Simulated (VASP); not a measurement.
# Ag (Im-3m) in VASP: notebook

Runs on Ag. Level: PBEsol. Tasks: single point.

Program: VASP 6.6.1. These are calculated values, not measurements. Logs are shortened: lines on timing, memory, paths and dates and some standing lists are left out, and cuts for length are marked.

**1. The cell of the first run**

It takes space group Im-3m (No. 229, cubic). The conventional cell has a = 2.969 Å, b = 2.969 Å, c = 2.969 Å, α = 90.00°, β = 90.00°, γ = 90.00°. Within 3.4 Å of Ag (site symmetry m-3m) lie 14 Ag at 2.57 to 2.97 Å.

**2. Single point, PBEsol (volume scaled by 0.78)**

INCAR reads:

```
SYSTEM = Ag
PREC = Accurate ; ENCUT = 520
EDIFF = 1E-7 ; ISMEAR = -1
SIGMA = 0.08 ; LREAL = .False.
LASPH = .True. ; NELM = 80
ALGO = Normal ; ISIF = 2
LWAVE = .False. ; LCHARG = .True.
GGA = PS ; LELF = .True.
LVHAR = .True. ; NBANDS = 12
```

KPOINTS reads:

```
Automatic mesh
0
Gamma
  18 18 18
  0 0 0
```

POSCAR reads:

```
Ag
1.0
   -1.4845307784      1.4845307784      1.4845307784
    1.4845307784     -1.4845307784      1.4845307784
    1.4845307784      1.4845307784     -1.4845307784
Ag
1
Direct
    0.0000000000      0.0000000000      0.0000000000
```

Potentials or basis: VASP PAW PBE potentials, release 64 (Ag).

On the command line:

```bash
$ cat potpaw_PBE.64/Ag/POTCAR > POTCAR
$ mpirun -np 1 vasp_std > vasp.out
```

OUTCAR:

```text
SYSTEM = Ag
   PREC = Accurate
   ENCUT = 520
   EDIFF = 1E-7
   ISMEAR = -1
   LREAL = .False.
   LASPH = .True.
   NELM = 80
   ISIF = 2
   GGA = PS

 ion  position               nearest neighbor table
   1  0.000  0.000  0.000-

  LATTYP: Found a body centered cubic cell.
 ALAT       =     2.9690615568

  Lattice vectors:

 A1 = (  -1.4845307784,   1.4845307784,   1.4845307784)
 A2 = (   1.4845307784,  -1.4845307784,   1.4845307784)
 A3 = (   1.4845307784,   1.4845307784,  -1.4845307784)

Analysis of symmetry for initial positions (statically):
=====================================================================
 Subroutine PRICEL returns:
 Original cell was already a primitive cell.

 Routine SETGRP: Setting up the symmetry group for a
 body centered cubic supercell.

 Subroutine GETGRP returns: Found 48 space group operations
 (whereof 48 operations were pure point group operations)
 out of a pool of 48 trial point group operations.

The static configuration has the point symmetry O_h .

Analysis of symmetry for dynamics (positions and initial velocities):
=====================================================================
 Subroutine PRICEL returns:
 Original cell was already a primitive cell.

 Routine SETGRP: Setting up the symmetry group for a
 body centered cubic supercell.

 Subroutine GETGRP returns: Found 48 space group operations
 (whereof 48 operations were pure point group operations)
 out of a pool of 48 trial point group operations.

The dynamic configuration has the point symmetry O_h .

 Subroutine INISYM returns: Found 48 space group operations
 (whereof 48 operations are pure point group operations),
 and found     1 'primitive' translations

----------------------------------------------------------------------------------------

                                     Primitive cell

  volume of cell :      13.0866

  direct lattice vectors                    reciprocal lattice vectors
    -1.484530778  1.484530778  1.484530778     0.000000000  0.336806759  0.336806759
     1.484530778 -1.484530778  1.484530778     0.336806759  0.000000000  0.336806759
     1.484530778  1.484530778 -1.484530778     0.336806759  0.336806759  0.000000000

  length of vectors
     2.571282734  2.571282734  2.571282734     0.476316686  0.476316686  0.476316686

  position of ions in fractional coordinates (direct lattice)
     0.000000000  0.000000000  0.000000000

  ion indices of the primitive-cell ions
   primitive index   ion index
                 1           1

----------------------------------------------------------------------------------------

 KPOINTS: Automatic mesh

Automatic generation of k-mesh.
 Grid dimensions read from file:
 generate k-points for:   18   18   18

 Generating k-lattice:

  Cartesian coordinates                     Fractional coordinates (reciprocal lattice)
     0.000000000  0.018711487  0.018711487     0.055555556  0.000000000  0.000000000
     0.018711487  0.000000000  0.018711487     0.000000000  0.055555556  0.000000000
     0.018711487  0.018711487  0.000000000     0.000000000  0.000000000  0.055555556

  Length of vectors
     0.026462038  0.026462038  0.026462038

  Shift w.r.t. Gamma in fractional coordinates (k-lattice)
     0.000000000  0.000000000  0.000000000

 Subroutine IBZKPT returns following result:
 ===========================================

 Found    195 irreducible k-points:

 Following reciprocal coordinates:
            Coordinates               Weight
  0.000000  0.000000  0.000000      1.000000
  0.055556  0.000000  0.000000     12.000000
  0.111111  0.000000  0.000000     12.000000
  0.166667  0.000000  0.000000     12.000000
  0.222222  0.000000  0.000000     12.000000
  0.277778  0.000000  0.000000     12.000000
[... 16 lines left out ...]
  0.333333  0.111111  0.000000     48.000000
  0.388889  0.111111  0.000000     48.000000
 [... further k-points ...]
   k-points           NKPTS =    195   k-points in BZ     NKDIM =    195   number of bands    NBANDS=     12
   number of dos      NEDOS =    301   number of ions     NIONS =      1
   total plane-waves  NPLWV =   8000
   dimension x,y,z NGX =    20 NGY =   20 NGZ =   20
   dimension x,y,z NGXF=    40 NGYF=   40 NGZF=   40
   ions per type =               1
   NGX,Y,Z   is equivalent  to a cutoff of  12.93, 12.93, 12.93 a.u.
   NGXF,Y,Z  is equivalent  to a cutoff of  25.86, 25.86, 25.86 a.u.
 SYSTEM =  Ag
   PREC   = accura    normal or accurate (medium, high low for compatibility)
   ISTART =      0    job   : 0-new  1-cont  2-samecut
   ICHARG =      2    charge: 1-file 2-atom 10-const
   ISPIN  =      1    spin polarized calculation?
   LNONCOLLINEAR =      F non collinear calculations
   LSORBIT =      F    spin-orbit coupling
   LASPH  =      T    aspherical Exc in radial PAW
   ENCUT  =  520.0 eV  38.22 Ry    6.18 a.u.   4.78  4.78  4.78*2*pi/ulx,y,z
   NELM   =     80;   NELMIN=  2; NELMDL= -5     # of ELM steps
   EDIFF  = 0.1E-06   stopping-criterion for ELM
   LREAL  =      F    real-space projection
   EDIFFG = 0.1E-05   stopping-criterion for IOM
   NSW    =      0    number of steps for IOM
   IBRION =     -1    ionic relax: 0-MD 1-quasi-New 2-CG
   NFREE  =      0    steps in history (QN), initial steepest desc. (CG)
   ISIF   =      2    stress and relaxation
   ISYM   =      2    0-nonsym 1-usesym 2-fastsym
   POTIM  = 0.5000    time-step for ionic-motion
   TEBEG  =    0.0;   TEEND  =   0.0 temperature during run
   PSTRESS=    0.0 pullay stress
   NELECT =      11.0000    total number of electrons
   NUPDOWN=      -1.0000    fix difference up-down
   EMIN   =  10.00;   EMAX   =-10.00  energy-range for DOS
   EFERMI =   0.00;   METHOD = LEGACY
   ISMEAR =    -1;   SIGMA  =   0.08  broadening in eV -4-tet -1-fermi 0-gaus
   EFERMI_NEDOS =   21; number of points for ismear=-14 and -15
   IALGO  =     38    algorithm
   IMIX   =      4    mixing-type and parameters
     AMIX     =   0.40;   BMIX     =  1.00
     AMIX_MAG =   1.60;   BMIX_MAG =  1.00
  volume/ion in A,a.u.               =      13.09        88.31
  Fermi-wavevector in a.u.,A,eV,Ry     =   1.545005  2.919636 32.477652  2.387040
  Thomas-Fermi vector in A             =   2.650445
   LORBIT       =      0    0 simple, 1 ext, 2 COOP (PROOUT), +10 PAW based schemes
   GGA     = PS    functional components
   LHFCALC =     F    Hartree Fock is set to
   AEXX    =    0.0000 exact exchange contribution
   IVDW    =     0    specifies the selected vdW correction
   LEPSILON=     F    determine dielectric tensor
   LRPA    =     F    only Hartree local field effects (RPA)
 non-spin polarized calculation
  energy-cutoff  :      520.00
  volume of cell :       13.09
 maximum number of plane-waves:       370
   NGX =  9   NGY =  9   NGZ =  9

 number of electron      11.0000003 magnetization

 Free energy of the ion-electron system (eV)
  ---------------------------------------------------
  ext. energy  EPLUGINS =         0.00000000
  ---------------------------------------------------
  free energy    TOTEN  =        -2.77343748 eV

  energy without entropy =       -2.76601467  energy(sigma->0) =       -2.76972607

 E-fermi :  12.6773     XC(G=0): -14.0638

 val. band max:       12.6703324493   @ k =  -0.2778   0.4444   0.1111
 cond. band min:      12.7299999211   @ k =   0.2778   0.1111   0.1111
 fundamental gap:      0.0596674718
 Fermi energy:        12.6773135589

 k-point     1 :       0.0000    0.0000    0.0000
  band No.  band energies     occupation
      1       2.5097      2.00000
      2       6.3878      2.00000
      3       6.3878      2.00000
      4       6.3878      2.00000
      5       8.4534      2.00000
      6       8.4534      2.00000
      7      31.1461      0.00000
      8      31.1461      0.00000
      9      31.1461      0.00000
     10      40.3087      0.00000
     11      40.3087      0.00000
     12      42.4501      0.00000

 k-point     2 :       0.0556    0.0000    0.0000
  band No.  band energies     occupation
      1       2.6378      2.00000
      2       6.3460      2.00000
      3       6.3911      2.00000
      4       6.4773      2.00000
      5       8.4040      2.00000
      6       8.4565      2.00000
      7      31.0626      0.00000
      8      31.1662      0.00000
      9      31.2977      0.00000
     10      39.0760      0.00000
     11      39.8501      0.00000
     12      41.6747      0.00000

 k-point     3 :       0.1111    0.0000    0.0000
  band No.  band energies     occupation
      1       3.0060      2.00000
      2       6.2272      2.00000
      3       6.4006      2.00000
      4       6.7403      2.00000
      5       8.2844      2.00000
      6       8.4667      2.00000
      7      30.6706      0.00000
      8      31.1210      0.00000
      9      31.7363      0.00000
     10      37.6740      0.00000
     11      38.5719      0.00000
     12      39.9725      0.00000

 k-point     4 :       0.1667    0.0000    0.0000
  band No.  band energies     occupation
      1       3.5497      2.00000
      2       6.0499      2.00000
      3       6.4400      2.00000
      4       7.1602      2.00000
      5       8.1653      2.00000
      6       8.4863      2.00000
      7      29.6455      0.00000
      8      30.7430      0.00000
      9      32.4151      0.00000
     10      37.0659      0.00000
     11      37.4672      0.00000
     12      37.9476      0.00000

 k-point     5 :       0.2222    0.0000    0.0000
  band No.  band energies     occupation
      1       4.0969      2.00000
      2       5.8398      2.00000
      3       6.6450      2.00000
      4       7.7074      2.00000
      5       8.1132      2.00000
      6       8.5169      2.00000
      7      27.8835      0.00000
      8      29.9259      0.00000
      9      33.2590      0.00000
     10      35.8651      0.00000
     11      37.0188      0.00000
     12      37.4425      0.00000
[... 228 lines left out ...]
      1       4.6716      2.00000
      2       5.6995      2.00000
      3       6.6089      2.00000
      4       8.0233      2.00000
      5       8.6254      2.00000
      6       9.1718      2.00000
      7      25.8314      0.00000
      8      28.0738      0.00000
      9      31.7706      0.00000
     10      33.9670      0.00000
     11      38.4301      0.00000
     12      39.7469      0.00000

 k-point    22 :       0.2778    0.1111   -0.0000
  band No.  band energies     occupation
      1       4.6260      2.00000
      2       5.5063      2.00000
      3       7.2749      2.00000
      4       8.1404      2.00000
      5       8.7541      2.00000
      6      10.1782      2.00000
      7      23.4868      0.00000
      8      27.2121      0.00000
      9      30.4901      0.00000
     10      34.7947      0.00000
     11      39.1006      0.00000
     12      39.6781      0.00000

 k-point    23 :       0.3333    0.1111    0.0000
  band No.  band energies     occupation
      1       4.4759      2.00000
      2       5.3604      2.00000
      3       7.8174      2.00000
      4       8.2977      2.00000
      5       8.9643      2.00000
      6      11.3710      2.00000
      7      21.2427      0.00000
      8      26.5148      0.00000
      9      29.4615      0.00000
     10      35.5419      0.00000
     11      39.0519      0.00000
     12      39.9165      0.00000

 k-point    24 :       0.3889    0.1111    0.0000
  band No.  band energies     occupation
      1       4.3512      2.00000
      2       5.2700      2.00000
      3       8.0906      2.00000
      4       8.3633      2.00000
      5       9.2738      2.00000
      6      12.5743      1.56740
      7      19.3825      0.00000
      8      26.0564      0.00000
      9      28.7882      0.00000
     10      36.0877      0.00000
     11      38.8163      0.00000
     12      39.9848      0.00000

 [... further k-points ...]

------------------------ aborting loop because EDIFF is reached ----------------------------------------

  FORCE on cell =-STRESS in cart. coord.  units (eV):
  Direction    XX          YY          ZZ          XY          YZ          ZX
  --------------------------------------------------------------------------------------
  -------------------------------------------------------------------------------------
  Total        4.6441749      4.6441749      4.6441749      0.0000000      0.0000000      0.0000000
  in kB      568.5799539    568.5799539    568.5799539      0.0000000      0.0000000      0.0000000
  external PRESSURE =     568.5799539 kB  Pullay stress =       0.0000000 kB

 VOLUME and BASIS-vectors are now :
 -----------------------------------------------------------------------------
  energy-cutoff  :      520.00
  volume of cell :       13.09
      direct lattice vectors                 reciprocal lattice vectors
    -1.484530778  1.484530778  1.484530778     0.000000000  0.336806759  0.336806759
     1.484530778 -1.484530778  1.484530778     0.336806759  0.000000000  0.336806759
     1.484530778  1.484530778 -1.484530778     0.336806759  0.336806759  0.000000000

 POSITION                                       TOTAL-FORCE (eV/Angst)
 -----------------------------------------------------------------------------------
      0.00000      0.00000      0.00000         0.000000     -0.000000      0.000000
 -----------------------------------------------------------------------------------
    total drift:                                0.000000     -0.000000      0.000000

  FREE ENERGIE OF THE ION-ELECTRON SYSTEM (eV)
  ---------------------------------------------------
  free  energy   TOTEN  =        -2.7734374792 eV

  energy  without entropy=       -2.7660146701  energy(sigma->0) =       -2.76972607
```

Wall time 59 s (1 thread of AMD EPYC 7R13, shared host); peak memory 0.12 GiB.

Results:

```yaml
Free_energy: -2.7734 eV
Pressure: 56.9 GPa
```

Caveat: the PAW data sets were made with another functional, which shifts forces and pressure a little.

**3. Single point, PBEsol (volume scaled by 0.78)**

INCAR reads:

```
  PREC = Accurate
  ENCUT = 520
  EDIFF = 1E-6
  ISMEAR = -1
  SIGMA = 0.08
  LREAL = F
  LASPH = T
  NELM = 80
  ALGO = Normal
  ISIF = 2
  LWAVE = F
  LCHARG = T
  GGA = PS
  LELF = T
  LVHAR = T
  NBANDS = 12
```

KPOINTS reads:

```
regular mesh
0
Gamma
  18 18 18
```

POSCAR is that of step 2.

Potentials or basis: VASP PAW PBE potentials, release 64 (Ag).

On the command line:

```bash
$ cat potpaw_PBE.64/Ag/POTCAR > POTCAR
$ mpirun -np 1 vasp_std > vasp.out
```

It took 56 s on 1 thread of AMD EPYC 7R13, shared host; peak memory 0.12 GiB.

Results (log left out):

* Free energy: -2.7734 eV
* Pressure: 56.8 GPa

Levels at points of the mesh, in eV from the Fermi level:
```csv
k point,band 2,band 3,band 4,band 5,band 6,band 7,band 8,band 9,band 10,band 11
"(0.00, 0.00, 0.00)",-6.29,-6.29,-6.29,-4.22,-4.22,18.47,18.47,18.47,27.63,27.63
"(0.50, 0.00, 0.00)",-7.54,-4.29,-3.98,-2.57,-0.99,5.88,13.88,16.89,23.66,25.55
"(0.50, 0.50, 0.50)",-8.65,-2.98,-2.98,-2.98,7.53,7.53,7.53,16.23,16.23,16.96
```

Caveat: the PAW data sets were made with another functional, which shifts forces and pressure a little.
